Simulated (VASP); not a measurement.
# GdO (F-43m) in VASP: settings compared

GdO is run at these levels: PBEsol, PBEsol+U; tasks: vibrations by perturbation theory, single point.

Program: VASP 6.6.1. These are calculated values, not measurements. Logs are shortened: lines on timing, memory, paths and dates and some standing lists are left out, and cuts for length are marked.

**1. The cell of the first run**

Symmetry: F-43m, No. 216, cubic system. The conventional cell has a = 5.400 Å, b = 5.400 Å, c = 5.400 Å, α = 90.00°, β = 90.00°, γ = 90.00°. Within 3.1 Å of Gd (site symmetry -43m) lie 4 O at 2.34 Å. Within 3.1 Å of O (site symmetry -43m) lie 4 Gd at 2.34 Å.

**2. Vibrations by perturbation theory, PBEsol, collinear spin, ferromagnetic start**

Contents of INCAR:

```
SYSTEM = GdO
ALGO = Normal
EDIFF = 1E-8
ENCUT = 520
GGA = PS
IBRION = 8
ISIF = 2
ISMEAR = -1
ISPIN = 2
LASPH = .True.
LCHARG = .True.
LMAXMIX = 6
LORBIT = 11
LREAL = .False.
LWAVE = .False.
MAGMOM = 7 0
NBANDS = 23
NELM = 150
NSW = 1
PREC = Accurate
SIGMA = 0.05
```

Contents of KPOINTS:

```
k-points
0
Gamma
  8 8 8
  0 0 0
```

Contents of POSCAR:

```
GdO
1.0
    0.0000000000      2.7000000000      2.7000000000
    2.7000000000      0.0000000000      2.7000000000
    2.7000000000      2.7000000000      0.0000000000
Gd O
1 1
Direct
    0.0000000000      0.0000000000      0.0000000000
    0.7500000000      0.7500000000      0.7500000000
```

Potentials or basis: VASP PAW PBE potentials, release 64 (Gd, O).

Launch:

```bash
$ cat potpaw_PBE.64/Gd/POTCAR potpaw_PBE.64/O/POTCAR > POTCAR
$ mpirun -np 1 vasp_std > vasp.out
```

OUTCAR:

```text
SYSTEM = GdO
   EDIFF = 1E-8
   ENCUT = 520
   GGA = PS
   IBRION = 8
   ISIF = 2
   ISMEAR = -1
   ISPIN = 2
   LASPH = .True.
   LORBIT = 11
   LREAL = .False.
   NELM = 150
   NSW = 1
   PREC = Accurate

 ion  position               nearest neighbor table
   1  0.000  0.000  0.000-   2 2.34   2 2.34   2 2.34   2 2.34
   2  0.750  0.750  0.750-   1 2.34   1 2.34   1 2.34   1 2.34

  LATTYP: Found a face centered cubic cell.
 ALAT       =     5.4000000000

  Lattice vectors:

 A1 = (   0.0000000000,   2.7000000000,   2.7000000000)
 A2 = (   2.7000000000,   0.0000000000,   2.7000000000)
 A3 = (   2.7000000000,   2.7000000000,   0.0000000000)

Analysis of symmetry for initial positions (statically):
=====================================================================
 Subroutine PRICEL returns:
 Original cell was already a primitive cell.

 Routine SETGRP: Setting up the symmetry group for a
 face centered cubic supercell.

 Subroutine GETGRP returns: Found 24 space group operations
 (whereof 24 operations were pure point group operations)
 out of a pool of 48 trial point group operations.

The static configuration has the point symmetry T_d .

Analysis of symmetry for dynamics (positions and initial velocities):
=====================================================================
 Subroutine PRICEL returns:
 Original cell was already a primitive cell.

 Routine SETGRP: Setting up the symmetry group for a
 face centered cubic supercell.

 Subroutine GETGRP returns: Found 24 space group operations
 (whereof 24 operations were pure point group operations)
 out of a pool of 48 trial point group operations.

The dynamic configuration has the point symmetry T_d .

Analysis of structural, dynamic, and magnetic symmetry:
=====================================================================
 Subroutine PRICEL returns:
 Original cell was already a primitive cell.

 Routine SETGRP: Setting up the symmetry group for a
 face centered cubic supercell.

 Subroutine GETGRP returns: Found 24 space group operations
 (whereof 24 operations were pure point group operations)
 out of a pool of 48 trial point group operations.

The overall configuration has the point symmetry T_d .

 Subroutine INISYM returns: Found 24 space group operations
 (whereof 24 operations are pure point group operations),
 and found     1 'primitive' translations

----------------------------------------------------------------------------------------

                                     Primitive cell

  volume of cell :      39.3660

  direct lattice vectors                    reciprocal lattice vectors
     0.000000000  2.700000000  2.700000000    -0.185185185  0.185185185  0.185185185
     2.700000000  0.000000000  2.700000000     0.185185185 -0.185185185  0.185185185
     2.700000000  2.700000000  0.000000000     0.185185185  0.185185185 -0.185185185

  length of vectors
     3.818376618  3.818376618  3.818376618     0.320750150  0.320750150  0.320750150

  position of ions in fractional coordinates (direct lattice)
     0.000000000  0.000000000  0.000000000
     0.750000000  0.750000000  0.750000000

  ion indices of the primitive-cell ions
   primitive index   ion index
                 1           1
                 2           2

----------------------------------------------------------------------------------------

 KPOINTS: k-points

[... 110 lines left out ...]
  ext. energy  EPLUGINS =         0.00000000
  ---------------------------------------------------
  free energy    TOTEN  =       -22.69532701 eV

  energy without entropy =      -22.67540585  energy(sigma->0) =      -22.68536643

 E-fermi :   3.9825     XC(G=0): -10.2985

 val. band max:        3.9765863056   @ k =   0.3750   0.0000   0.0000
 cond. band min:       3.9836518815   @ k =   0.3750   0.1250   0.0000
 fundamental gap:      0.0070655759
 Fermi energy:         3.9824709398

 spin component 1

 k-point     1 :       0.0000    0.0000    0.0000
  band No.  band energies     occupation
      1     -41.4812      1.00000
      2     -18.7693      1.00000
      3     -18.7693      1.00000
      4     -18.7693      1.00000
      5     -15.4318      1.00000
      6      -1.9908      1.00000
[... 613 lines left out ...]
     22      11.6891      0.00000
     23      15.0154      0.00000

 [... further k-points ...]

 spin component 2

 k-point     1 :       0.0000    0.0000    0.0000
  band No.  band energies     occupation
      1     -38.3518      1.00000
      2     -16.4542      1.00000
      3     -16.4542      1.00000
      4     -16.4542      1.00000
      5     -15.4014      1.00000
      6      -1.6538      1.00000
[... 616 lines left out ...]
 [... further k-points ...]

------------------------ aborting loop because EDIFF is reached ----------------------------------------

  FORCE on cell =-STRESS in cart. coord.  units (eV):
  Direction    XX          YY          ZZ          XY          YZ          ZX
  --------------------------------------------------------------------------------------
  -------------------------------------------------------------------------------------
  Total       -1.0827007     -1.0827007     -1.0827007      0.0000000      0.0000000     -0.0000000
  in kB      -44.0654000    -44.0654000    -44.0654000      0.0000000      0.0000000     -0.0000000
  external PRESSURE =     -44.0654000 kB  Pullay stress =       0.0000000 kB

 VOLUME and BASIS-vectors are now :
 -----------------------------------------------------------------------------
  energy-cutoff  :      520.00
  volume of cell :       39.37
      direct lattice vectors                 reciprocal lattice vectors
     0.000000000  2.700000000  2.700000000    -0.185185185  0.185185185  0.185185185
     2.700000000  0.000000000  2.700000000     0.185185185 -0.185185185  0.185185185
     2.700000000  2.700000000  0.000000000     0.185185185  0.185185185 -0.185185185

 POSITION                                       TOTAL-FORCE (eV/Angst)
 -----------------------------------------------------------------------------------
      0.00000      0.00000      0.00000         0.000000      0.000000      0.000000
      4.05000      4.05000      4.05000        -0.000000     -0.000000     -0.000000
 -----------------------------------------------------------------------------------
    total drift:                               -0.000000     -0.000000     -0.000000

  FREE ENERGIE OF THE ION-ELECTRON SYSTEM (eV)
  ---------------------------------------------------
  free  energy   TOTEN  =       -22.6953270111 eV

  energy  without entropy=      -22.6754058477  energy(sigma->0) =      -22.68536643

[... ionic steps 2 to 3 ...]

--------------------------------------- Ionic step        4  -------------------------------------------

------------------------ aborting loop because EDIFF is reached ----------------------------------------

[... ionic steps 5 to 6 ...]

--------------------------------------- Ionic step        7  -------------------------------------------

 Free energy of the ion-electron system (eV)
  ---------------------------------------------------
  ---------------------------------------------------
  free energy    TOTEN  =        -0.36529917 eV

  energy without entropy =       -0.36529917

------------------------ aborting loop because EDIFF is reached ----------------------------------------

 INTERNAL STRAIN TENSOR  FOR ION    2  DIRECTION 1   (eV/Angst):
 -----------------------------------------------------------------------------
     0.00062 -0.00000  0.00000
    -0.00000 -0.00245  1.77798
     0.00000  1.77798 -0.00245

 INTERNAL STRAIN TENSOR FOR ION    2 for displacements in x,y,z  (eV/Angst):
          X           Y           Z          XY          YZ          ZX
  --------------------------------------------------------------------------------
  x     0.00000    -0.00000    -0.00000    -0.00000     1.77798     0.00000
  y     0.00000    -0.00000     0.00000     0.00000    -0.00000     1.77798
  z    -0.00000    -0.00000     0.00000     1.77798     0.00000    -0.00000

 SECOND DERIVATIVES (NOT SYMMETRIZED)
 ------------------------------------
               1X          1Y          1Z          2X          2Y          2Z
  1X    -1.270009    0.000000    0.000000    1.270009    0.000000    0.000000
  1Y     0.000000   -1.270009    0.000000    0.000000    1.270009    0.000000
  1Z     0.000000    0.000000   -1.270009    0.000000    0.000000    1.270009
  2X     1.239012   -0.000000   -0.000000   -1.239012    0.000000    0.000000
  2Y    -0.000000    1.239012   -0.000000    0.000000   -1.239012    0.000000
  2Z    -0.000000   -0.000000    1.239012    0.000000    0.000000   -1.239012

 Eigenvectors and eigenvalues of the dynamical matrix
 ----------------------------------------------------

   1 f  =    4.571659 THz    28.724580 2PiTHz  152.494124 cm-1    18.906853 meV
             X         Y         Z           dx          dy          dz
      0.000000  0.000000  0.000000    -0.000000   -0.307335   -0.000000
      4.050000  4.050000  4.050000    -0.000000    0.951601    0.000000
[... 21 lines left out ...]
   6 f/i=    0.016518 THz     0.103786 2PiTHz    0.550981 cm-1     0.068313 meV
             X         Y         Z           dx          dy          dz
      0.000000  0.000000  0.000000     0.114431    0.944696   -0.000000
      4.050000  4.050000  4.050000     0.036958    0.305105    0.000000

--------------------------------------------------------------------------------------------------------

 ELASTIC MODULI CONTR FROM IONIC RELAXATION (kBar)
 Direction    XX          YY          ZZ          XY          YZ          ZX
 --------------------------------------------------------------------------------
 XX          -0.0000     -0.0000     -0.0000      0.0000     -0.0000     -0.0000
 YY          -0.0000     -0.0000     -0.0000      0.0000      0.0000      0.0000
 ZZ          -0.0000     -0.0000     -0.0000     -0.0000      0.0000     -0.0000
 XY           0.0000      0.0000     -0.0000    -99.9468     -0.0000     -0.0000
 YZ          -0.0000      0.0000      0.0000     -0.0000    -99.9468      0.0000
 ZX          -0.0000      0.0000     -0.0000     -0.0000      0.0000    -99.9468
 --------------------------------------------------------------------------------

 total charge

# of ion       s       p       d       f       tot
--------------------------------------------------
    1        2.031   5.615   0.475   7.083  15.203
    2        1.564   3.406   0.000   0.000   4.970
--------------------------------------------------
tot          3.595   9.021   0.475   7.083  20.173

 magnetization (x)

# of ion       s       p       d       f       tot
--------------------------------------------------
    1        0.001  -0.049   0.174   6.726   6.852
    2        0.001  -0.033   0.000   0.000  -0.032
--------------------------------------------------
tot          0.002  -0.082   0.174   6.726   6.819
```

Run time: 7.3 min. Hardware: 1 thread of Intel Xeon 6975P-C (Granite Rapids), shared host; peak memory 0.45 GiB.

What came out:

```yaml
Net_moment: 7.48 μB per cell
Site_moments: Gd +6.85; O -0.03 μB
Valence_electrons_inside_the_program's_atomic_spheres: Gd 15.20; O 4.97
Highest_phonon_frequency_at_Γ_LO-TO_splitting_left_out: 152 cm⁻¹
```

Phonon frequencies in cm⁻¹ (negative: imaginary):
| q point | frequencies |
| --- | --- |
| (0.000, 0.000, 0.000) | -1 -1 -1 152 152 152 |

Caveat: the cell stands under pressure or tension, which shifts response properties; the PAW data sets were made with another functional, which shifts forces and pressure a little; spin-orbit coupling is left out, which moves the levels of the heavy elements; a cell with one magnetic atom can't hold antiferromagnetic order, which such compounds often take; semilocal functionals describe open f shells poorly, which spoils levels, moments and volumes. The state reached can hang on the start; a lower one may exist.

**3. Single point, PBEsol, collinear spin, ferromagnetic start**

POSCAR is that of step 2.

Contents of INCAR.step1:

```
SYSTEM = GdO
ALGO     = Normal         ! electronic algorithm
EDIFF    = 1E-6           ! SCF threshold, eV
ENCUT    = 520            ! plane-wave cutoff, eV
GGA      = PS             ! functional
ISIF     = 2              ! what is computed and relaxed
ISMEAR   = -1             ! smearing method
ISPIN    = 2              ! spin polarisation
LASPH    = .True.         ! aspherical terms in the spheres
LCHARG   = .True.         ! write CHGCAR
LMAXMIX  = 6              ! l up to which the mixer works
LREAL    = .False.        ! projectors in reciprocal space
LWAVE    = .False.        ! write WAVECAR
MAGMOM   = 7 0            ! initial moments
NBANDS   = 23             ! bands
NELM     = 150            ! most SCF steps
PREC     = Accurate       ! precision mode
SIGMA    = 0.05           ! smearing width, eV
```

Contents of KPOINTS.step1:

```
k-points
0
Gamma
  9 9 9
  0 0 0
```

Contents of INCAR.step2:

```
SYSTEM = GdO
ALGO     = Normal         ! electronic algorithm
EDIFF    = 1E-6           ! SCF threshold, eV
ENCUT    = 520            ! plane-wave cutoff, eV
GGA      = PS             ! functional
ICHARG   = 11             ! starting density
ISIF     = 2              ! what is computed and relaxed
ISMEAR   = -5             ! smearing method
ISPIN    = 2              ! spin polarisation
LASPH    = .True.         ! aspherical terms in the spheres
LCHARG   = .False.        ! write CHGCAR
LMAXMIX  = 6              ! l up to which the mixer works
LORBIT   = 11             ! projections on sites
LREAL    = .False.        ! projectors in reciprocal space
LWAVE    = .False.        ! write WAVECAR
MAGMOM   = 7 0            ! initial moments
NEDOS    = 2001           ! points of the DOS
NELM     = 150            ! most SCF steps
PREC     = Accurate       ! precision mode
SIGMA    = 0.05           ! smearing width, eV
```

Contents of KPOINTS.step2:

```
k-points
0
Gamma
  14 14 14
  0 0 0
```

Potentials or basis: VASP PAW PBE potentials, release 64 (Gd, O).

Launch:

```bash
$ cat potpaw_PBE.64/Gd/POTCAR potpaw_PBE.64/O/POTCAR > POTCAR
$ cp INCAR.step1 INCAR
$ cp KPOINTS.step1 KPOINTS
$ mpirun -np 1 vasp_std > vasp.out
$ cp INCAR.step2 INCAR
$ cp KPOINTS.step2 KPOINTS
$ mpirun -np 1 vasp_std > vasp.out
```

Wall time 2.1 min (1 thread of Intel Xeon Platinum 8559C (Emerald Rapids), shared host); peak memory 0.28 GiB.

The run converged. Its results:

```yaml
Net_moment: 7.52 μB per cell
Site_moments: Gd +6.88; O -0.03 μB
Valence_electrons_inside_the_program's_atomic_spheres: Gd 15.19; O 4.97
```

Levels at points of the mesh, in eV from the Fermi level:
Spin up:
| k point | band 13 | band 14 | band 15 | band 16 | band 17 | band 18 | band 19 | band 20 |
| --- | --- | --- | --- | --- | --- | --- | --- | --- |
| (0.00, 0.00, 0.00) | -4.59 | -4.59 | -4.59 | -2.22 | 2.50 | 2.50 | 4.50 | 4.50 |
| (0.50, 0.00, 0.00) | -4.52 | -4.48 | -4.48 | 0.24 | 2.38 | 2.38 | 2.86 | 4.59 |
| (0.50, 0.50, 0.00) | -4.53 | -4.13 | -4.13 | -0.85 | 0.94 | 4.09 | 4.62 | 4.62 |
Spin down:
| k point | band 5 | band 6 | band 7 | band 8 | band 9 | band 10 | band 11 | band 12 |
| --- | --- | --- | --- | --- | --- | --- | --- | --- |
| (0.00, 0.00, 0.00) | -19.36 | -5.62 | -5.62 | -5.62 | -1.53 | 0.39 | 0.39 | 0.39 |
| (0.50, 0.00, 0.00) | -18.07 | -5.22 | -5.22 | -5.20 | 0.08 | 0.27 | 0.42 | 0.42 |
| (0.50, 0.50, 0.00) | -17.72 | -6.16 | -4.52 | -4.52 | 0.24 | 0.26 | 0.39 | 0.42 |

Caveat: the PAW data sets were made with another functional, which shifts forces and pressure a little; spin-orbit coupling is left out, which moves the levels of the heavy elements; a cell with one magnetic atom can't hold antiferromagnetic order, which such compounds often take; semilocal functionals describe open f shells poorly, which spoils levels, moments and volumes; tetrahedron occupations give inexact forces and stress in metals.

**4. Single point, PBEsol+U, collinear spin, ferromagnetic start**

POSCAR is that of step 3.

Contents of INCAR.step1:

```
SYSTEM = GdO
PREC = Accurate
ENCUT = 520
EDIFF = 1E-7
ISMEAR = -1
SIGMA = 0.05
LREAL = .FALSE.
LASPH = .TRUE.
NELM = 150
ALGO = Normal
ISIF = 2
LWAVE = .FALSE.
LCHARG = .TRUE.
ISPIN = 2
MAGMOM = 7 0
LMAXMIX = 6
LDAU = .TRUE.
LDAUTYPE = 2
LDAUL = 3 -1
LDAUU = 1 0
LDAUJ = 0 0
LDAUPRINT = 1
GGA = PS
NBANDS = 23
```

Contents of KPOINTS.step1:

```
regular mesh
0
G
  9 9 9
  0 0 0
```

Contents of INCAR.step2:

```
SYSTEM = GdO
PREC = Accurate
ENCUT = 520
EDIFF = 1E-7
ISMEAR = -5
SIGMA = 0.05
LREAL = .FALSE.
LASPH = .TRUE.
NELM = 150
ALGO = Normal
ISIF = 2
LWAVE = .FALSE.
LCHARG = .FALSE.
ISPIN = 2
MAGMOM = 7 0
LORBIT = 11
LMAXMIX = 6
LDAU = .TRUE.
LDAUTYPE = 2
LDAUL = 3 -1
LDAUU = 1 0
LDAUJ = 0 0
LDAUPRINT = 1
GGA = PS
NEDOS = 2001
ICHARG = 11
```

Contents of KPOINTS.step2:

```
regular mesh
0
G
  14 14 14
  0 0 0
```

Launch:

```bash
$ cat potpaw_PBE.64/Gd/POTCAR potpaw_PBE.64/O/POTCAR > POTCAR
$ cp INCAR.step1 INCAR
$ cp KPOINTS.step1 KPOINTS
$ mpirun -np 1 vasp_std > vasp.out
$ cp INCAR.step2 INCAR
$ cp KPOINTS.step2 KPOINTS
$ mpirun -np 1 vasp_std > vasp.out
```

Run time: 2.5 min. Hardware: 1 thread of Intel Xeon Platinum 8559C (Emerald Rapids), shared host; peak memory 0.28 GiB.

The run converged. Its results:

```
Net moment                                            : 7.70 μB per cell
Site moments                                          : Gd +6.98; O -0.01 μB
Valence electrons inside the program's atomic spheres : Gd 15.16; O 4.97
```

Levels at points of the mesh, in eV from the Fermi level:
Spin up:
```tsv
k point	band 14	band 15	band 16	band 17	band 18	band 19
(0.00, 0.00, 0.00)	-5.22	-5.22	-2.33	2.42	2.42	4.41
(0.50, 0.00, 0.00)	-4.97	-4.97	0.15	2.30	2.30	2.81
(0.50, 0.50, 0.00)	-4.37	-4.37	-0.94	0.89	3.99	4.50
```
Spin down:
| k point | band 6 | band 7 | band 8 | band 9 | band 10 | band 11 |
| --- | --- | --- | --- | --- | --- | --- |
| (0.00, 0.00, 0.00) | -5.58 | -5.58 | -5.58 | -1.41 | 0.59 | 0.59 |
| (0.50, 0.00, 0.00) | -5.18 | -5.18 | -5.16 | 0.25 | 0.46 | 0.60 |
| (0.50, 0.50, 0.00) | -6.12 | -4.48 | -4.48 | 0.38 | 0.43 | 0.58 |

Eigenvalues of the final occupation matrices:
| site | spin | trace | eigenvalues |
| --- | --- | --- | --- |
| site 1 f | 1 | 6.93 | 0.99 0.99 0.99 0.99 0.99 0.99 0.99 |
| site 1 f | 2 | 0.11 | 0.01 0.01 0.01 0.01 0.01 0.01 0.07 |

Caveat: the PAW data sets were made with another functional, which shifts forces and pressure a little; spin-orbit coupling is left out, which moves the levels of the heavy elements; a cell with one magnetic atom can't hold antiferromagnetic order, which such compounds often take; tetrahedron occupations give inexact forces and stress in metals. The state reached can hang on the start; a lower one may exist.

[end of part 1 of 2]
